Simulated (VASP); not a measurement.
# GaAs (F-43m) in VASP: single point with HSE06

Aim: the single point of GaAs with HSE06.

Program: VASP 6.6.1. These are calculated values, not measurements. Logs are shortened: lines on timing, memory, paths and dates and some standing lists are left out, and cuts for length are marked.

### Step 1. The cell of the first run

Symmetry: F-43m, No. 216, cubic system. The conventional cell has a = 5.653 Å, b = 5.653 Å, c = 5.653 Å, α = 90.00°, β = 90.00°, γ = 90.00°. Within 3.2 Å of Ga (site symmetry -43m) lie 4 As at 2.45 Å. Within 3.2 Å of As (site symmetry -43m) lie 4 Ga at 2.45 Å.

### Step 2. Single point, HSE06

The input, POSCAR:

```
GaAs
1.0
    0.0000000000      2.8265000000      2.8265000000
    2.8265000000      0.0000000000      2.8265000000
    2.8265000000      2.8265000000      0.0000000000
Ga As
1 1
Direct
    0.0000000000      0.0000000000      0.0000000000
    0.2500000000      0.2500000000      0.2500000000
```

The input, INCAR.step1:

```
ALGO = Normal ; EDIFF = 1E-5
ENCUT = 520 ; GGA = PE
ISIF = 2 ; ISMEAR = 0
LASPH = T ; LCHARG = F
LREAL = F ; LWAVE = T
NBANDS = 16 ; NELM = 80
PREC = Accurate ; SIGMA = 0.01
```

The input, INCAR.step2:

```
ALGO = Normal ; EDIFF = 1E-6
ENCUT = 520 ; GGA = PE
HFSCREEN = 0.2079 ; ISIF = 2
ISMEAR = 0 ; ISTART = 1
LASPH = T ; LCHARG = F
LHFCALC = T ; LREAL = F
LWAVE = F ; NBANDS = 16
NELM = 80 ; PREC = Accurate
PRECFOCK = Normal ; SIGMA = 0.01
```

The input, KPOINTS:

```
k-points
0
Gamma
  6 6 6
```

Potentials or basis: VASP PAW PBE potentials, release 64 (Ga_d, As).

Command:

```console
cat potpaw_PBE.64/Ga_d/POTCAR potpaw_PBE.64/As/POTCAR > POTCAR
cp INCAR.step1 INCAR
mpirun -np 1 vasp_std > vasp.out
cp INCAR.step2 INCAR
mpirun -np 1 vasp_std > vasp.out
```

OUTCAR:

```text
EDIFF = 1E-6
   ENCUT = 520
   GGA = PE
   HFSCREEN = 0.2079
   ISIF = 2
   ISMEAR = 0
   ISTART = 1
   LASPH = T
   LHFCALC = T
   LREAL = F
   NELM = 80
   PREC = Accurate
   PRECFOCK = Normal

 ion  position               nearest neighbor table
   1  0.000  0.000  0.000-   2 2.45   2 2.45   2 2.45   2 2.45
   2  0.250  0.250  0.250-   1 2.45   1 2.45   1 2.45   1 2.45

  LATTYP: Found a face centered cubic cell.
 ALAT       =     5.6530000000

  Lattice vectors:

 A1 = (   0.0000000000,   2.8265000000,   2.8265000000)
 A2 = (   2.8265000000,   0.0000000000,   2.8265000000)
 A3 = (   2.8265000000,   2.8265000000,   0.0000000000)

Analysis of symmetry for initial positions (statically):
=====================================================================
 Subroutine PRICEL returns:
 Original cell was already a primitive cell.

 Routine SETGRP: Setting up the symmetry group for a
 face centered cubic supercell.

 Subroutine GETGRP returns: Found 24 space group operations
 (whereof 24 operations were pure point group operations)
 out of a pool of 48 trial point group operations.

The static configuration has the point symmetry T_d .

Analysis of symmetry for dynamics (positions and initial velocities):
=====================================================================
 Subroutine PRICEL returns:
 Original cell was already a primitive cell.

 Routine SETGRP: Setting up the symmetry group for a
 face centered cubic supercell.

 Subroutine GETGRP returns: Found 24 space group operations
 (whereof 24 operations were pure point group operations)
 out of a pool of 48 trial point group operations.

The dynamic configuration has the point symmetry T_d .

 Subroutine INISYM returns: Found 24 space group operations
 (whereof 24 operations are pure point group operations),
 and found     1 'primitive' translations

----------------------------------------------------------------------------------------

                                     Primitive cell

  volume of cell :      45.1624

  direct lattice vectors                    reciprocal lattice vectors
[... 80 lines left out ...]
   EDIFFG = 0.1E-04   stopping-criterion for IOM
   NSW    =      0    number of steps for IOM
   IBRION =     -1    ionic relax: 0-MD 1-quasi-New 2-CG
   NFREE  =      0    steps in history (QN), initial steepest desc. (CG)
   ISIF   =      2    stress and relaxation
   ISYM   =      3    0-nonsym 1-usesym 2-fastsym
   POTIM  = 0.5000    time-step for ionic-motion
   TEBEG  =    0.0;   TEEND  =   0.0 temperature during run
   PSTRESS=    0.0 pullay stress
   NELECT =      18.0000    total number of electrons
   NUPDOWN=      -1.0000    fix difference up-down
   EMIN   =  10.00;   EMAX   =-10.00  energy-range for DOS
   EFERMI =   0.00;   METHOD = LEGACY
   ISMEAR =     0;   SIGMA  =   0.01  broadening in eV -4-tet -1-fermi 0-gaus
   EFERMI_NEDOS =   21; number of points for ismear=-14 and -15
   IALGO  =     38    algorithm
   IMIX   =      1    mixing-type and parameters
     AMIX     =   0.40;   BMIX     =  1.00
     AMIX_MAG =   1.60;   BMIX_MAG =  1.00
  volume/ion in A,a.u.               =      22.58       152.39
  Fermi-wavevector in a.u.,A,eV,Ry     =   1.204777  2.276698 19.748689  1.451488
  Thomas-Fermi vector in A             =   2.340492
   LORBIT       =      0    0 simple, 1 ext, 2 COOP (PROOUT), +10 PAW based schemes
   GGA     = PE    functional components
   LHFCALC =     T    Hartree Fock is set to
   PRECFOCK=normal    Normal, Fast or Accurate (Low or Medium for compatibility)
   ENCUT4O =  -1.0   cutoff for four orbital integrals eV
   NKREDX  =     1    reduce k-point grid by
   NKREDY  =     1    reduce k-point grid by
   NKREDZ  =     1    reduce k-point grid by
   AEXX    =    0.2500 exact exchange contribution
   HFSCREEN=    0.2079 screening length (either q_TF or 0.3 A-1)
   HFSCREENC=   0.2079 screening length for correlation (either q_TF or 0.3 A-1)
   ENCUTFOCK=  -1.0 apply spherical cutoff to Coloumb kernel
   IVDW    =     0    specifies the selected vdW correction
   LEPSILON=     F    determine dielectric tensor
   LRPA    =     F    only Hartree local field effects (RPA)
 non-spin polarized calculation
 Gauss-broadening in eV      SIGMA  =   0.01
  energy-cutoff  :      520.00
  volume of cell :       45.16
 maximum number of plane-waves:      1243
 NGX is ok and might be reduce to    30
  NGX = 24; NGY = 24; NGZ = 24

 number of electron      17.9999995 magnetization

 Free energy of the ion-electron system (eV)
  ---------------------------------------------------
  ext. energy  EPLUGINS =         0.00000000
  ---------------------------------------------------
  free energy    TOTEN  =        -9.84621497 eV

  energy without entropy =       -9.84621497  energy(sigma->0) =       -9.84621497

 E-fermi :   3.5573     XC(G=0):  -7.9677

 val. band max:        3.5115495356   @ k =   0.0000   0.0000   0.0000
 cond. band min:       4.9314674760   @ k =   0.0000   0.0000   0.0000
 fundamental gap:      1.4199179404
 Fermi energy:         3.5573442997

 k-point     1 :       0.0000    0.0000    0.0000
  band No.  band energies     occupation
      1     -13.8582      2.00000
      2     -13.8582      2.00000
      3     -13.8582      2.00000
      4     -13.7773      2.00000
      5     -13.7773      2.00000
      6     -10.4528      2.00000
[... 281 lines left out ...]
      3     -13.8163      2.00000
      4     -13.7912      2.00000
      5     -13.7712      2.00000
      6      -7.6657      2.00000
[... 8 lines left out ...]
     15      16.9674      0.00000
     16      18.0225      0.00000

------------------------ aborting loop because EDIFF is reached ----------------------------------------

  FORCE on cell =-STRESS in cart. coord.  units (eV):
  Direction    XX          YY          ZZ          XY          YZ          ZX
  --------------------------------------------------------------------------------------
  -------------------------------------------------------------------------------------
  Total        0.2876459      0.2876459      0.2876459      0.0000000      0.0000000      0.0000000
  in kB       10.2045029     10.2045029     10.2045029      0.0000000      0.0000000      0.0000000
  external PRESSURE =      10.2045029 kB  Pullay stress =       0.0000000 kB

 VOLUME and BASIS-vectors are now :
 -----------------------------------------------------------------------------
  energy-cutoff  :      520.00
  volume of cell :       45.16
      direct lattice vectors                 reciprocal lattice vectors
     0.000000000  2.826500000  2.826500000    -0.176897223  0.176897223  0.176897223
     2.826500000  0.000000000  2.826500000     0.176897223 -0.176897223  0.176897223
     2.826500000  2.826500000  0.000000000     0.176897223  0.176897223 -0.176897223

 POSITION                                       TOTAL-FORCE (eV/Angst)
 -----------------------------------------------------------------------------------
      0.00000      0.00000      0.00000        -0.000000     -0.000000      0.000000
      1.41325      1.41325      1.41325         0.000000      0.000000     -0.000000
 -----------------------------------------------------------------------------------
    total drift:                               -0.000041     -0.000040     -0.000030

  FREE ENERGIE OF THE ION-ELECTRON SYSTEM (eV)
  ---------------------------------------------------
  free  energy   TOTEN  =        -9.8462149671 eV

  energy  without entropy=       -9.8462149671  energy(sigma->0) =       -9.84621497
```

OSZICAR.step1:

```text
N       E                     dE             d eps       ncg     rms          rms(c)
DAV:   1     0.890290981447E+02    0.89029E+02   -0.89955E+03   512   0.152E+03
DAV:   2    -0.106086218778E+01   -0.90090E+02   -0.86009E+02   576   0.328E+02
DAV:   3    -0.827962490785E+01   -0.72188E+01   -0.71965E+01   648   0.694E+01
DAV:   4    -0.838958023950E+01   -0.10996E+00   -0.10994E+00   624   0.954E+00
DAV:   5    -0.839111341542E+01   -0.15332E-02   -0.15332E-02   616   0.104E+00    0.291E+00
DAV:   6    -0.824558860361E+01    0.14552E+00   -0.21443E-01   792   0.799E+00    0.176E+00
DAV:   7    -0.822518391591E+01    0.20405E-01   -0.65646E-02   640   0.185E+00    0.565E-01
DAV:   8    -0.822610517778E+01   -0.92126E-03   -0.10671E-02   616   0.116E+00    0.110E-01
DAV:   9    -0.822652170324E+01   -0.41653E-03   -0.97166E-04   632   0.368E-01    0.505E-02
DAV:  10    -0.822659206945E+01   -0.70366E-04   -0.74928E-05   680   0.900E-02    0.275E-02
DAV:  11    -0.822664469243E+01   -0.52623E-04   -0.73227E-05   584   0.650E-02    0.308E-03
DAV:  12    -0.822664494684E+01   -0.25442E-06   -0.11611E-06   488   0.156E-02
   1 F= -.82266449E+01 E0= -.82266449E+01  d E =-.136832E-12
```

It took 67 min on 1 thread of Intel Xeon Platinum 8259CL at 2.50GHz (Skylake/Cascade Lake), shared host; peak memory 0.3 GiB.

Results:

* Free energy: -9.8462 eV
* Pressure: 1.0 GPa
* Band gap on the k mesh: 1.42 eV

Caveat: the PAW data sets were made with another functional, which shifts forces and pressure a little. A k mesh can miss the band edges.
